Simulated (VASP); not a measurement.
Set up this calculation in VASP 6.6.1, as the native input.

```
Task                   : single point
Functional             : LDA
Potentials or basis    : VASP PAW LDA potentials, release 64 (Hg)
Cutoff                 : 520 eV
k mesh                 : 11 × 11 × 11
Occupations            : methfessel-paxton, width 0.6 eV
Spin                   : no spin polarisation
Dipole correction      : no
Further INCAR settings : ALGO = Normal; EDIFF = 1e-07; NBANDS = 12
```

The structure of Hg lies in POSCAR:

```
Hg
1.0
    1.7463233735      1.0082402698      2.1478810803
   -1.7463233735      1.0082402698      2.1478810803
    0.0000000000     -2.0164805396      2.1478810803
Hg
1
Direct
    0.0000000000      1.0000000000      0.0000000000
```

The input as run:

INCAR

```
PREC = Accurate ; ENCUT = 520
EDIFF = 1E-7 ; ISMEAR = 1
SIGMA = 0.6 ; LREAL = False
LASPH = True ; NELM = 80
ALGO = Normal ; ISIF = 2
LWAVE = False ; LCHARG = False
GGA = CA ; NBANDS = 12
```

KPOINTS

```
Automatic mesh
0
Gamma
  11 11 11
```

Potentials or basis: VASP PAW LDA potentials, release 64 (Hg).

Launch:

```console
$ cat potpaw_LDA.64/Hg/POTCAR > POTCAR
$ mpirun -np 1 vasp_std > vasp.out
```

Results of the run:

| Item | Value |
| --- | --- |
| Pressure | 0.6 GPa |
| Band gap on the k mesh | zero (bands 6 and 7 overlap by 2.76 eV) |

Caveat: so wide a smearing shifts energies and pressures; spin-orbit coupling is left out, which moves the levels of the heavy elements.

Run time: 25 s on 1 thread of Intel Xeon 8259CL, with other jobs on the host, peak memory 0.16 GiB.
